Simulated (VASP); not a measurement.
CO2, 6 atoms in the cell. Symmetry: I-42d, No. 122, tetragonal system. The conventional cell has a = 3.918 Å, b = 3.918 Å, c = 5.937 Å, α = 90.00°, β = 90.00°, γ = 90.00°. C (site symmetry -4) has 4 O at 1.39 Å within 1.9 Å. Within 1.9 Å of O (site symmetry 2) lie 2 C at 1.39 Å. 

| Property | Result |
| --- | --- |
| Program | VASP 6.6.1 |
| Task | single point |
| Functional | PBEsol |
| Potentials or basis | VASP PAW PBE potentials, release 64 (C, O) |
| Cutoff | 520 eV |
| k mesh | 8 × 8 × 8 |
| Occupations | gaussian, width 0.02 eV |
| Spin | no spin polarisation |
| Dipole correction | no |
| k mesh for the DOS | 12 × 12 × 12 |
| Occupations for the DOS | tetrahedron |
| Further INCAR settings | ALGO = Normal; EDIFF = 1e-06 |

Potentials or basis: VASP PAW PBE potentials, release 64 (C, O).

The run is started by

```console
$ cat potpaw_PBE.64/C/POTCAR potpaw_PBE.64/O/POTCAR > POTCAR
$ cp INCAR.step1 INCAR
$ cp KPOINTS.step1 KPOINTS
$ mpirun -np 1 vasp_std > vasp.out
$ cp INCAR.step2 INCAR
$ cp KPOINTS.step2 KPOINTS
$ mpirun -np 1 vasp_std > vasp.out
```

Hardware: 1 thread of Intel(R) Xeon(R) 6975P-C (Granite Rapids) (shared host).

**Question.** Estimate the wall time of this run.

**Answer.** It took 69 s on 1 thread of Intel(R) Xeon(R) 6975P-C (Granite Rapids), with other jobs on the host, peak memory 0.24 GiB. Counts: k points 163.
